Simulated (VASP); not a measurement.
# CuAu (R-3m) in VASP: notebook

CuAu is run at these levels: PBEsol; tasks: single point, relaxation of cell and atoms.

Everything below comes from runs of VASP 6.6.1. Logs are shortened: lines on timing, memory, paths and dates and some standing lists are left out, and cuts for length are marked.

## Step 1: The cell of the first run

The structure is trigonal, space group R-3m (No. 166). Conventional cell: a = 2.844 Å, b = 2.844 Å, c = 12.451 Å, α = 90.00°, β = 90.00°, γ = 120.00°. Cu (site symmetry -3m) has 6 Au at 2.65 Å and 6 Cu at 2.84 Å within 3.5 Å. Au (site symmetry -3m) has 6 Cu at 2.65 Å and 6 Au at 2.84 Å within 3.5 Å.

## Step 2: Single point, PBEsol

The input, INCAR:

```
ALGO = Normal
EDIFF = 1E-6
ENCUT = 520
GGA = PS
ISIF = 2
ISMEAR = 0
LASPH = T
LCHARG = F
LREAL = F
LWAVE = F
NBANDS = 18
NELM = 60
PREC = Accurate
SIGMA = 0.1
```

The input, KPOINTS:

```
k-points
0
Gamma
  8 8 8
```

The input, POSCAR:

```
CuAu
1.0
    4.4634433571     -0.0136940769     -0.0084905989
    3.5654303784      2.6851853468     -0.0084905989
    3.5654303784      1.1863452388      2.4089162316
Cu Au
1 1
Direct
    0.5000000000      0.5000000000      0.5000000000
    0.0000000000      0.0000000000      0.0000000000
```

Potentials or basis: VASP PAW PBE potentials, release 64 (Cu, Au).

Launch:

```bash
> cat potpaw_PBE.64/Cu/POTCAR potpaw_PBE.64/Au/POTCAR > POTCAR
> mpirun -np 1 vasp_std > vasp.out
```

OUTCAR:

```text
EDIFF = 1E-6
   ENCUT = 520
   GGA = PS
   ISIF = 2
   ISMEAR = 0
   LASPH = T
   LREAL = F
   NELM = 60
   PREC = Accurate

 ion  position               nearest neighbor table
   1  0.500  0.500  0.500-   2 2.65   2 2.65   2 2.65   2 2.65   2 2.65   2 2.65
   2  0.000  0.000  0.000-   1 2.65   1 2.65   1 2.65   1 2.65   1 2.65   1 2.65

  LATTYP: Found a trigonal (rhomboedric) cell.
 ALAT       =     4.4634724397
 COS(alpha) =     0.7969546382

  Lattice vectors:

 A1 = (   4.4634433571,  -0.0136940769,  -0.0084905989)
 A2 = (   3.5654303784,   2.6851853468,  -0.0084905989)
 A3 = (   3.5654303784,   1.1863452388,   2.4089162316)

Analysis of symmetry for initial positions (statically):
=====================================================================
 Subroutine PRICEL returns:
 Original cell was already a primitive cell.

 Routine SETGRP: Setting up the symmetry group for a
 trigonal (rhombohedral) supercell.

 Subroutine GETGRP returns: Found 12 space group operations
 (whereof 12 operations were pure point group operations)
 out of a pool of 12 trial point group operations.

The static configuration has the point symmetry D_3d.

Analysis of symmetry for dynamics (positions and initial velocities):
=====================================================================
 Subroutine PRICEL returns:
 Original cell was already a primitive cell.

 Routine SETGRP: Setting up the symmetry group for a
 trigonal (rhombohedral) supercell.

 Subroutine GETGRP returns: Found 12 space group operations
 (whereof 12 operations were pure point group operations)
 out of a pool of 12 trial point group operations.

The dynamic configuration has the point symmetry D_3d.

 Subroutine INISYM returns: Found 12 space group operations
 (whereof 12 operations are pure point group operations),
 and found     1 'primitive' translations

----------------------------------------------------------------------------------------

                                     Primitive cell

  volume of cell :      29.0796

  direct lattice vectors                    reciprocal lattice vectors
     4.463443357 -0.013694077 -0.008490599     0.222783335 -0.296396225 -0.183771529
     3.565430378  2.685185347 -0.008490599     0.000788012  0.370786348 -0.183771529
     3.565430378  1.186345239  2.408916232     0.000788012  0.000262200  0.413828977

  length of vectors
     4.463472440  4.463472440  4.463472440     0.413829810  0.413829810  0.413829810
[... 74 lines left out ...]
   ICHARG =      2    charge: 1-file 2-atom 10-const
   ISPIN  =      1    spin polarized calculation?
   LNONCOLLINEAR =      F non collinear calculations
   LSORBIT =      F    spin-orbit coupling
   LASPH  =      T    aspherical Exc in radial PAW
   ENCUT  =  520.0 eV  38.22 Ry    6.18 a.u.   8.30  8.30  8.30*2*pi/ulx,y,z
   NELM   =     60;   NELMIN=  2; NELMDL= -5     # of ELM steps
   EDIFF  = 0.1E-05   stopping-criterion for ELM
   LREAL  =      F    real-space projection
   EDIFFG = 0.1E-04   stopping-criterion for IOM
   NSW    =      0    number of steps for IOM
   IBRION =     -1    ionic relax: 0-MD 1-quasi-New 2-CG
   NFREE  =      0    steps in history (QN), initial steepest desc. (CG)
   ISIF   =      2    stress and relaxation
   ISYM   =      2    0-nonsym 1-usesym 2-fastsym
   POTIM  = 0.5000    time-step for ionic-motion
   TEBEG  =    0.0;   TEEND  =   0.0 temperature during run
   PSTRESS=    0.0 pullay stress
   NELECT =      22.0000    total number of electrons
   NUPDOWN=      -1.0000    fix difference up-down
   EMIN   =  10.00;   EMAX   =-10.00  energy-range for DOS
   EFERMI =   0.00;   METHOD = LEGACY
   ISMEAR =     0;   SIGMA  =   0.10  broadening in eV -4-tet -1-fermi 0-gaus
   EFERMI_NEDOS =   21; number of points for ismear=-14 and -15
   IALGO  =     38    algorithm
   IMIX   =      4    mixing-type and parameters
     AMIX     =   0.40;   BMIX     =  1.00
     AMIX_MAG =   1.60;   BMIX_MAG =  1.00
  volume/ion in A,a.u.               =      14.54        98.12
  Fermi-wavevector in a.u.,A,eV,Ry     =   1.491716  2.818934 30.275896  2.225216
  Thomas-Fermi vector in A             =   2.604335
   LORBIT       =      0    0 simple, 1 ext, 2 COOP (PROOUT), +10 PAW based schemes
   GGA     = PS    functional components
   LHFCALC =     F    Hartree Fock is set to
   AEXX    =    0.0000 exact exchange contribution
   IVDW    =     0    specifies the selected vdW correction
   LEPSILON=     F    determine dielectric tensor
   LRPA    =     F    only Hartree local field effects (RPA)
 non-spin polarized calculation
 Gauss-broadening in eV      SIGMA  =   0.10
  energy-cutoff  :      520.00
  volume of cell :       29.08
 maximum number of plane-waves:       792
 NGX is ok and might be reduce to    36
   NGX = 17   NGY = 17   NGZ = 17

 number of electron      22.0000004 magnetization

 Free energy of the ion-electron system (eV)
  ---------------------------------------------------
  ext. energy  EPLUGINS =         0.00000000
  ---------------------------------------------------
  free energy    TOTEN  =        -8.18302345 eV

  energy without entropy =       -8.17916967  energy(sigma->0) =       -8.18109656

 E-fermi :   8.5061     XC(G=0): -12.8267

 val. band max:        8.4546714033   @ k =   0.0000   0.0000   0.0000
 cond. band min:       8.5735858755   @ k =  -0.3750   0.3750   0.1250
 fundamental gap:      0.1189144722
 Fermi energy:         8.5061367066

 k-point     1 :       0.0000    0.0000    0.0000
  band No.  band energies     occupation
      1      -1.3305      2.00000
      2       1.8351      2.00000
      3       3.6289      2.00000
      4       3.6289      2.00000
      5       4.6445      2.00000
      6       4.6445      2.00000
[... 481 lines left out ...]
      5       4.7779      2.00000
      6       4.9085      2.00000
[... 10 lines left out ...]
     17      24.5375      0.00000
     18      25.1212      0.00000

 [... further k-points ...]
[... 5 lines left out ...]
  --------------------------------------------------------------------------------------
  -------------------------------------------------------------------------------------
  Total        0.0123837     -0.0033825     -0.0045907      0.0058991      0.0012170      0.0036575
  in kB        0.6822946     -0.1863617     -0.2529327      0.3250163      0.0670517      0.2015165
  external PRESSURE =       0.0810001 kB  Pullay stress =       0.0000000 kB

 VOLUME and BASIS-vectors are now :
 -----------------------------------------------------------------------------
  energy-cutoff  :      520.00
  volume of cell :       29.08
      direct lattice vectors                 reciprocal lattice vectors
     4.463443357 -0.013694077 -0.008490599     0.222783335 -0.296396225 -0.183771529
     3.565430378  2.685185347 -0.008490599     0.000788012  0.370786348 -0.183771529
     3.565430378  1.186345239  2.408916232     0.000788012  0.000262200  0.413828977

 POSITION                                       TOTAL-FORCE (eV/Angst)
 -----------------------------------------------------------------------------------
      5.79715      1.92892      1.19597        -0.000000     -0.000000      0.000000
      0.00000      0.00000      0.00000         0.000000      0.000000      0.000000
 -----------------------------------------------------------------------------------
    total drift:                                0.000000     -0.000000      0.000000

  FREE ENERGIE OF THE ION-ELECTRON SYSTEM (eV)
  ---------------------------------------------------
  free  energy   TOTEN  =        -8.1830234504 eV

  energy  without entropy=       -8.1791696721  energy(sigma->0) =       -8.18109656
```

stdout:

```text
POSCAR found type information on POSCAR CuAu
 POSCAR found :  2 types and       2 ions
 scaLAPACK will be used
 -----------------------------------------------------------------------------
|                                                                             |
|                                                                             |
|     You enforced a specific xc type in the INCAR file but a different       |
|     I HOPE YOU KNOW WHAT YOU ARE DOING!                                     |
|                                                                             |
 -----------------------------------------------------------------------------

 LDA part: xc-table for (Slater+PW92), standard interpolation
 POSCAR, INCAR and KPOINTS ok, starting setup
 FFT: planning ... GRIDC
 FFT: planning ... GRID_SOFT
 FFT: planning ... GRID
 WAVECAR not read
 entering main loop
```

It took 82 s on 1 thread of Intel Xeon Platinum 8375C at 2.90GHz (Ice Lake), shared host; peak memory 0.21 GiB.

What came out:

| Property | Result |
| --- | --- |
| Free energy | -8.1830 eV |
| Pressure | 0.0 GPa |
| Band gap on the k mesh | zero (band 11 reaches 10.30 eV, above the bottom of band 12 at 6.31 eV) |

Caveat: the PAW data sets were made with another functional, which shifts forces and pressure a little; spin-orbit coupling is left out, which moves the levels of the heavy elements.

(Part 1 of 2 ends here.)
